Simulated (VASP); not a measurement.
# CdSe (Fm-3m) in VASP: settings compared

The runs below take CdSe through single point, with r2SCANh, HSE06, PBEsol-based global hybrid with 25 % exact exchange, PBE0.

Program: VASP 6.6.1. These are calculated values, not measurements. Logs are shortened: lines on timing, memory, paths and dates and some standing lists are left out, and cuts for length are marked.

## Step 1: The cell of the first run

It takes space group Fm-3m (No. 225, cubic). The conventional cell has a = 5.748 Å, b = 5.748 Å, c = 5.748 Å, α = 90.00°, β = 90.00°, γ = 90.00°. Cd (site symmetry m-3m) has 6 Se at 2.87 Å within 3.8 Å. Within 3.8 Å of Se (site symmetry m-3m) lie 6 Cd at 2.87 Å.

## Step 2: Single point, r2SCANh

Input file POSCAR:

```
CdSe
1.0
    0.0000000000      2.8739580000      2.8739580000
    2.8739580000      0.0000000000      2.8739580000
    2.8739580000      2.8739580000      0.0000000000
Cd Se
1 1
Direct
    0.0000000000      0.0000000000      0.0000000000
    0.5000000000      0.5000000000      0.5000000000
```

Input file INCAR.step1:

```
PREC = Accurate
ENCUT = 440
EDIFF = 1E-5
ISMEAR = -1
SIGMA = 0.05
LREAL = F
LASPH = T
NELM = 120
ALGO = Normal
ISIF = 2
LWAVE = T
LCHARG = F
GGA = PE
NBANDS = 16
GGA_COMPAT = F
```

Input file INCAR.step2:

```
PREC = Accurate
ENCUT = 440
EDIFF = 1E-6
ISMEAR = -1
SIGMA = 0.05
LREAL = F
LASPH = T
NELM = 120
ALGO = Normal
ISIF = 2
LWAVE = F
LCHARG = F
METAGGA = R2SCAN
LHFCALC = T
AEXX = 0.1
LMIXTAU = T
PRECFOCK = Normal
ISTART = 1
NBANDS = 16
GGA_COMPAT = F
```

Input file KPOINTS:

```
Automatic mesh
0
Gamma
  4 4 4
```

Potentials or basis: VASP PAW PBE potentials, release 64 (Cd, Se).

Command:

```sh
> cat potpaw_PBE.64/Cd/POTCAR potpaw_PBE.64/Se/POTCAR > POTCAR
> cp INCAR.step1 INCAR
> mpirun -np 1 vasp_std > vasp.out
> cp INCAR.step2 INCAR
> mpirun -np 1 vasp_std > vasp.out
```

OUTCAR:

```text
PREC = Accurate
   ENCUT = 440
   EDIFF = 1E-6
   ISMEAR = -1
   LREAL = F
   LASPH = T
   NELM = 120
   ISIF = 2
   METAGGA = R2SCAN
   LHFCALC = T
   AEXX = 0.1
   PRECFOCK = Normal
   ISTART = 1

 ion  position               nearest neighbor table
   1  0.000  0.000  0.000-   2 2.87   2 2.87   2 2.87   2 2.87   2 2.87   2 2.87
   2  0.500  0.500  0.500-   1 2.87   1 2.87   1 2.87   1 2.87   1 2.87   1 2.87

  LATTYP: Found a face centered cubic cell.
 ALAT       =     5.7479160000

  Lattice vectors:

 A1 = (   0.0000000000,   2.8739580000,   2.8739580000)
 A2 = (   2.8739580000,   0.0000000000,   2.8739580000)
 A3 = (   2.8739580000,   2.8739580000,   0.0000000000)

Analysis of symmetry for initial positions (statically):
=====================================================================
 Subroutine PRICEL returns:
 Original cell was already a primitive cell.

 Routine SETGRP: Setting up the symmetry group for a
 face centered cubic supercell.

 Subroutine GETGRP returns: Found 48 space group operations
 (whereof 48 operations were pure point group operations)
 out of a pool of 48 trial point group operations.

The static configuration has the point symmetry O_h .

Analysis of symmetry for dynamics (positions and initial velocities):
=====================================================================
 Subroutine PRICEL returns:
 Original cell was already a primitive cell.

 Routine SETGRP: Setting up the symmetry group for a
 face centered cubic supercell.

 Subroutine GETGRP returns: Found 48 space group operations
 (whereof 48 operations were pure point group operations)
 out of a pool of 48 trial point group operations.

The dynamic configuration has the point symmetry O_h .

 Subroutine INISYM returns: Found 48 space group operations
 (whereof 48 operations are pure point group operations),
 and found     1 'primitive' translations

----------------------------------------------------------------------------------------

                                     Primitive cell

  volume of cell :      47.4757

  direct lattice vectors                    reciprocal lattice vectors
     0.000000000  2.873958000  2.873958000    -0.173976098  0.173976098  0.173976098
     2.873958000  0.000000000  2.873958000     0.173976098 -0.173976098  0.173976098
     2.873958000  2.873958000  0.000000000     0.173976098  0.173976098 -0.173976098

  length of vectors
     4.064390381  4.064390381  4.064390381     0.301335442  0.301335442  0.301335442

  position of ions in fractional coordinates (direct lattice)
     0.000000000  0.000000000  0.000000000
     0.500000000  0.500000000  0.500000000

  ion indices of the primitive-cell ions
   primitive index   ion index
                 1           1
                 2           2

----------------------------------------------------------------------------------------

 KPOINTS: Automatic mesh

Automatic generation of k-mesh.
 Grid dimensions read from file:
 generate k-points for:    4    4    4

 Generating k-lattice:

  Cartesian coordinates                     Fractional coordinates (reciprocal lattice)
    -0.043494025  0.043494025  0.043494025     0.250000000  0.000000000  0.000000000
     0.043494025 -0.043494025  0.043494025     0.000000000  0.250000000  0.000000000
     0.043494025  0.043494025 -0.043494025     0.000000000  0.000000000  0.250000000

  Length of vectors
     0.075333860  0.075333860  0.075333860

  Shift w.r.t. Gamma in fractional coordinates (k-lattice)
     0.000000000  0.000000000  0.000000000

 Subroutine IBZKPT returns following result:
 ===========================================

 Found      8 irreducible k-points:

 Following reciprocal coordinates:
            Coordinates               Weight
  0.000000  0.000000  0.000000      1.000000
  0.250000  0.000000  0.000000      8.000000
  0.500000  0.000000  0.000000      4.000000
  0.250000  0.250000  0.000000      6.000000
  0.500000  0.250000  0.000000     24.000000
 -0.250000  0.250000  0.000000     12.000000
  0.500000  0.500000  0.000000      3.000000
 -0.250000  0.500000  0.250000      6.000000
   k-points           NKPTS =      8   k-points in BZ     NKDIM =     64   number of bands    NBANDS=     16
   number of dos      NEDOS =    301   number of ions     NIONS =      2
   total plane-waves  NPLWV =  21952
   dimension x,y,z NGX =    28 NGY =   28 NGZ =   28
   dimension x,y,z NGXF=    56 NGYF=   56 NGZF=   56
   ions per type =               1   1
   NGX,Y,Z   is equivalent  to a cutoff of  11.45, 11.45, 11.45 a.u.
   NGXF,Y,Z  is equivalent  to a cutoff of  22.91, 22.91, 22.91 a.u.
 SYSTEM =  unknown system
   PREC   = accura    normal or accurate (medium, high low for compatibility)
   ISTART =      1    job   : 0-new  1-cont  2-samecut
   ICHARG =      0    charge: 1-file 2-atom 10-const
   ISPIN  =      1    spin polarized calculation?
   LNONCOLLINEAR =      F non collinear calculations
   LSORBIT =      F    spin-orbit coupling
   LASPH  =      T    aspherical Exc in radial PAW
   ENCUT  =  440.0 eV  32.34 Ry    5.69 a.u.   6.95  6.95  6.95*2*pi/ulx,y,z
   NELM   =    120;   NELMIN=  2; NELMDL=  0     # of ELM steps
   EDIFF  = 0.1E-05   stopping-criterion for ELM
   LREAL  =      F    real-space projection
   EDIFFG = 0.1E-04   stopping-criterion for IOM
   NSW    =      0    number of steps for IOM
   IBRION =     -1    ionic relax: 0-MD 1-quasi-New 2-CG
   NFREE  =      0    steps in history (QN), initial steepest desc. (CG)
   ISIF   =      2    stress and relaxation
   ISYM   =      3    0-nonsym 1-usesym 2-fastsym
   POTIM  = 0.5000    time-step for ionic-motion
   TEBEG  =    0.0;   TEEND  =   0.0 temperature during run
   PSTRESS=    0.0 pullay stress
   NELECT =      18.0000    total number of electrons
   NUPDOWN=      -1.0000    fix difference up-down
   EMIN   =  10.00;   EMAX   =-10.00  energy-range for DOS
   EFERMI =   0.00;   METHOD = LEGACY
   ISMEAR =    -1;   SIGMA  =   0.05  broadening in eV -4-tet -1-fermi 0-gaus
   EFERMI_NEDOS =   21; number of points for ismear=-14 and -15
   IALGO  =     38    algorithm
   IMIX   =      1    mixing-type and parameters
     AMIX     =   0.40;   BMIX     =  1.00
     AMIX_MAG =   1.60;   BMIX_MAG =  1.00
  volume/ion in A,a.u.               =      23.74       160.19
  Fermi-wavevector in a.u.,A,eV,Ry     =   1.184882  2.239103 19.101849  1.403946
  Thomas-Fermi vector in A             =   2.321088
   LORBIT       =      0    0 simple, 1 ext, 2 COOP (PROOUT), +10 PAW based schemes
   METAGGA = R2SCAN    functional components
   LHFCALC =     T    Hartree Fock is set to
   PRECFOCK=normal    Normal, Fast or Accurate (Low or Medium for compatibility)
   ENCUT4O =  -1.0   cutoff for four orbital integrals eV
   NKREDX  =     1    reduce k-point grid by
   NKREDY  =     1    reduce k-point grid by
   NKREDZ  =     1    reduce k-point grid by
   AEXX    =    0.1000 exact exchange contribution
   HFSCREEN=    0.0000 screening length (either q_TF or 0.3 A-1)
   HFSCREENC=   0.0000 screening length for correlation (either q_TF or 0.3 A-1)
   ENCUTFOCK=  -1.0 apply spherical cutoff to Coloumb kernel
   IVDW    =     0    specifies the selected vdW correction
   LEPSILON=     F    determine dielectric tensor
   LRPA    =     F    only Hartree local field effects (RPA)
 non-spin polarized calculation
  energy-cutoff  :      440.00
  volume of cell :       47.48
 maximum number of plane-waves:      1003
  NGX = 24; NGY = 24; NGZ = 24

 number of electron      17.9999999 magnetization

 Free energy of the ion-electron system (eV)
  ---------------------------------------------------
  ext. energy  EPLUGINS =         0.00000000
  ---------------------------------------------------
  free energy    TOTEN  =       -33.39751684 eV

  energy without entropy =      -33.39714358  energy(sigma->0) =      -33.39733021

 E-fermi :   1.9537     XC(G=0):  -9.5706

 val. band max:        1.6423586214   @ k =   0.5000   0.0000   0.0000
 cond. band min:       2.2106051418   @ k =   0.5000   0.5000   0.0000
 fundamental gap:      0.5682465204
 Fermi energy:         1.9536982345

 k-point     1 :       0.0000    0.0000    0.0000
  band No.  band energies     occupation
      1     -12.0036      2.00000
      2      -7.0739      2.00000
      3      -7.0739      2.00000
      4      -7.0523      2.00000
      5      -7.0523      2.00000
      6      -7.0523      2.00000
[... 8 lines left out ...]
     15      12.9690      0.00000
     16      12.9690      0.00000

 k-point     2 :       0.2500    0.0000    0.0000
  band No.  band energies     occupation
      1     -11.5687      2.00000
      2      -7.1830      2.00000
      3      -7.1830      2.00000
      4      -7.0887      2.00000
      5      -6.9894      2.00000
      6      -6.9894      2.00000
[... 8 lines left out ...]
     15      13.1349      0.00000
     16      13.1349      0.00000

 k-point     3 :       0.5000    0.0000    0.0000
  band No.  band energies     occupation
      1     -11.0255      2.00000
      2      -7.2903      2.00000
      3      -7.2903      2.00000
      4      -7.1729      2.00000
      5      -6.9229      2.00000
      6      -6.9229      2.00000
[... 8 lines left out ...]
     15      15.9271      0.00000
     16      15.9271      0.00000

 k-point     4 :       0.2500    0.2500    0.0000
  band No.  band energies     occupation
      1     -11.5142      2.00000
      2      -7.1359      2.00000
      3      -7.1006      2.00000
      4      -7.0381      2.00000
      5      -6.9780      2.00000
      6      -6.9780      2.00000
[... 8 lines left out ...]
     15      15.5326      0.00000
     16      16.4904      0.00000

 k-point     5 :       0.5000    0.2500    0.0000
  band No.  band energies     occupation
      1     -11.1223      2.00000
      2      -7.1491      2.00000
      3      -7.1110      2.00000
      4      -7.0069      2.00000
      5      -6.9051      2.00000
      6      -6.8000      2.00000
[... 8 lines left out ...]
     15      16.4890      0.00000
     16      17.0253      0.00000

 k-point     6 :      -0.2500    0.2500    0.0000
  band No.  band energies     occupation
      1     -11.1719      2.00000
      2      -7.2517      2.00000
      3      -7.1561      2.00000
      4      -7.0576      2.00000
      5      -6.9572      2.00000
      6      -6.8661      2.00000
[... 8 lines left out ...]
     15      15.7895      0.00000
     16      15.9831      0.00000

 k-point     7 :       0.5000    0.5000    0.0000
  band No.  band energies     occupation
      1     -11.2035      2.00000
      2      -7.1489      2.00000
      3      -7.0019      2.00000
      4      -6.8754      2.00000
      5      -6.8754      2.00000
      6      -6.3121      2.00000
[... 8 lines left out ...]
     15      17.3931      0.00000
     16      17.9766      0.00000

 k-point     8 :      -0.2500    0.5000    0.2500
  band No.  band energies     occupation
      1     -11.0778      2.00000
      2      -7.1723      2.00000
      3      -7.0396      2.00000
      4      -7.0396      2.00000
      5      -6.8753      2.00000
      6      -6.4678      2.00000
[... 8 lines left out ...]
     15      15.2197      0.00000
     16      17.9869      0.00000

------------------------ aborting loop because EDIFF is reached ----------------------------------------

  FORCE on cell =-STRESS in cart. coord.  units (eV):
  Direction    XX          YY          ZZ          XY          YZ          ZX
  --------------------------------------------------------------------------------------
  -------------------------------------------------------------------------------------
  Total       -0.6237476     -0.6237476     -0.6237476     -0.0000000      0.0000000     -0.0000000
  in kB      -21.0498124    -21.0498124    -21.0498124     -0.0000000      0.0000000     -0.0000000
  external PRESSURE =     -21.0498124 kB  Pullay stress =       0.0000000 kB

 VOLUME and BASIS-vectors are now :
 -----------------------------------------------------------------------------
  energy-cutoff  :      440.00
  volume of cell :       47.48
      direct lattice vectors                 reciprocal lattice vectors
     0.000000000  2.873958000  2.873958000    -0.173976098  0.173976098  0.173976098
     2.873958000  0.000000000  2.873958000     0.173976098 -0.173976098  0.173976098
     2.873958000  2.873958000  0.000000000     0.173976098  0.173976098 -0.173976098

 POSITION                                       TOTAL-FORCE (eV/Angst)
 -----------------------------------------------------------------------------------
      0.00000      0.00000      0.00000         0.000000     -0.000000      0.000000
      2.87396      2.87396      2.87396        -0.000000      0.000000     -0.000000
 -----------------------------------------------------------------------------------
    total drift:                               -0.000000      0.000000     -0.000000

  FREE ENERGIE OF THE ION-ELECTRON SYSTEM (eV)
  ---------------------------------------------------
  free  energy   TOTEN  =       -33.3975168374 eV

  energy  without entropy=      -33.3971435829  energy(sigma->0) =      -33.39733021
```

It took 6.9 min on 1 thread of Intel Xeon Platinum 8375C at 2.90GHz (Ice Lake), shared host; peak memory 0.17 GiB.

Results:

```yaml
Free_energy: -33.3975 eV
Pressure: -2.1 GPa
Band_gap_on_the_k_mesh: 0.57 eV (least direct gap 1.83 eV)
```

Caveat: the k points lie up to 0.47 Å⁻¹ apart; the PAW data sets were made with another functional, which shifts forces and pressure a little.

## Step 3: Single point, HSE06, non-collinear spin, zero start, spin-orbit coupling

POSCAR is that of step 2.

Input file INCAR.step1:

```
SYSTEM = CdSe
PREC = Accurate
ENCUT = 400
EDIFF = 1E-5
ISMEAR = -1
SIGMA = 0.05
LREAL = .False.
LASPH = .True.
NELM = 200
ALGO = Normal
ISIF = 2
LWAVE = .True.
MAGMOM = 0 0 0 0 0 0
LORBIT = 11
LSORBIT = .True.
GGA_COMPAT = .False.
LORBMOM = .True.
NBANDS = 30
GGA = PE
```

Input file INCAR.step2:

```
SYSTEM = CdSe
PREC = Accurate
ENCUT = 400
EDIFF = 1E-6
ISMEAR = -1
SIGMA = 0.05
LREAL = .False.
LASPH = .True.
NELM = 200
ALGO = Normal
ISIF = 2
LWAVE = .False.
LCHARG = .True.
MAGMOM = 0 0 0 0 0 0
LORBIT = 11
LSORBIT = .True.
GGA_COMPAT = .False.
LORBMOM = .True.
GGA = PE
LHFCALC = .True.
HFSCREEN = 0.2079
PRECFOCK = Normal
LVHAR = .True.
NBANDS = 30
ISTART = 1
```

Input file KPOINTS:

```
regular mesh
0
Gamma
  4 4 4
  0 0 0
```

Potentials or basis: VASP PAW PBE potentials, release 64 (Cd, Se).

Command:

```sh
> cat potpaw_PBE.64/Cd/POTCAR potpaw_PBE.64/Se/POTCAR > POTCAR
> cp INCAR.step1 INCAR
> mpirun -np 1 vasp_ncl > vasp.out
> cp INCAR.step2 INCAR
> mpirun -np 1 vasp_ncl > vasp.out
```

It took 24 min on 1 thread of Intel Xeon Platinum 8375C at 2.90GHz (Ice Lake), shared host; peak memory 0.35 GiB.

It converged, with:

```
Free energy                                           : -6.4818 eV
Pressure                                              : -1.9 GPa
Net moment                                            : 0.00 μB per cell
Valence electrons inside the program's atomic spheres : Cd 10.18; Se 3.91
```

Moments on the atoms (μB; x, y, z):
```
Cd  0.00 0.00 0.00
Se  0.00 0.00 0.00
```

Caveat: the k points lie up to 0.47 Å⁻¹ apart; the PAW data sets were made with another functional, which shifts forces and pressure a little.

## Step 4: Single point, PBEsol-based global hybrid with 25 % exact exchange

This run uses another cell than the first one, of 22.27 Å³/atom.

Input file POSCAR:

```
CdSe
1.0
    0.0000000000      2.8133828623      2.8133828623
    2.8133828623      0.0000000000      2.8133828623
    2.8133828623      2.8133828623      0.0000000000
Cd Se
1 1
Direct
    0.0000000000      0.0000000000      0.0000000000
    0.5000000000      0.5000000000      0.5000000000
```

Input file INCAR.step1:

```
ALGO = Normal
EDIFF = 1E-5
ENCUT = 520
GGA = PE
ISIF = 2
ISMEAR = -1
LASPH = T
LREAL = F
LWAVE = T
NBANDS = 16
NELM = 80
PREC = Accurate
SIGMA = 0.05
```

Input file INCAR.step2:

```
AEXX = 0.25
ALGO = Normal
EDIFF = 1E-6
ENCUT = 520
GGA = PS
ISIF = 2
ISMEAR = -1
ISTART = 1
LASPH = T
LCHARG = T
LELF = T
LHFCALC = T
LREAL = F
LVHAR = T
LWAVE = F
NBANDS = 16
NELM = 80
PREC = Accurate
PRECFOCK = Normal
SIGMA = 0.05
```

Input file KPOINTS:

```
k-points
0
Gamma
  4 4 4
```

Command:

```sh
> cat potpaw_PBE.64/Cd/POTCAR potpaw_PBE.64/Se/POTCAR > POTCAR
> cp INCAR.step1 INCAR
> mpirun -np 1 vasp_std > vasp.out
> cp INCAR.step2 INCAR
> mpirun -np 1 vasp_std > vasp.out
```

Run time: 15 min. Hardware: 1 thread of AMD EPYC 7R13, shared host; peak memory 0.15 GiB.

It converged, with:

| Item | Value |
| --- | --- |
| Free energy | -7.5805 eV |
| Pressure | 0.1 GPa |
| Band gap on the k mesh | 1.00 eV (least direct gap 2.60 eV) |

Levels at points of the mesh, in eV from the valence-band top:
| k point | band 5 | band 6 | band 7 | band 8 | band 9 | band 10 | band 11 | band 12 | band 13 | band 14 |
| --- | --- | --- | --- | --- | --- | --- | --- | --- | --- | --- |
| (0.00, 0.00, 0.00) | -9.37 | -9.37 | -0.68 | -0.68 | -0.68 | 1.93 | 10.42 | 10.42 | 10.42 | 11.77 |
| (0.50, 0.00, 0.00) | -9.21 | -9.21 | -5.75 | 0.00 | 0.00 | 4.49 | 6.91 | 6.91 | 8.57 | 13.32 |
| (0.50, 0.50, 0.00) | -9.15 | -8.45 | -4.90 | -2.43 | -2.43 | 1.00 | 6.86 | 12.24 | 12.92 | 12.92 |

Caveat: the k points lie up to 0.48 Å⁻¹ apart; the PAW data sets were made with another functional, which shifts forces and pressure a little. A k mesh can miss the band edges.

[end of part 1 of 2]
